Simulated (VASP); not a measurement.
GaN, 2 atoms in the cell. Symmetry: I4/mmm, No. 139, tetragonal system. The conventional cell has a = 2.982 Å, b = 2.982 Å, c = 4.048 Å, α = 90.00°, β = 90.00°, γ = 90.00°. Within 2.7 Å of Ga (site symmetry 4/mmm) lie 6 N at 2.02 to 2.11 Å. Within 2.7 Å of N (site symmetry 4/mmm) lie 6 Ga at 2.02 to 2.11 Å.  This cell differs from its parent crystal: uniaxial z strain -4.0%.

```yaml
Program: VASP 6.6.1
Task: single point
Functional: r2SCAN
Potentials_or_basis: VASP PAW PBE potentials, release 64 (Ga_d, N)
Cutoff: 520 eV
k_mesh: 10 × 10 × 10
Occupations: gaussian, width 0.01 eV
Spin: no spin polarisation
Dipole_correction: no
Further_INCAR_settings: ALGO = Normal; EDIFF = 1e-06; NBANDS = 16
```

Potentials or basis: VASP PAW PBE potentials, release 64 (Ga_d, N).

The run is started by

```console
$ cat potpaw_PBE.64/Ga_d/POTCAR potpaw_PBE.64/N/POTCAR > POTCAR
$ cp INCAR.step1 INCAR
$ mpirun -np 1 vasp_std > vasp.out
$ cp INCAR.step2 INCAR
$ mpirun -np 1 vasp_std > vasp.out
```

Hardware: 1 thread of Intel(R) Xeon(R) Platinum 8488C (Sapphire Rapids), with other jobs on the host.

Task: Estimate the wall time of this run.

Result: It took 54 s on 1 thread of Intel(R) Xeon(R) Platinum 8488C (Sapphire Rapids), with other jobs on the host, peak memory 0.16 GiB. Counts: k points 102.
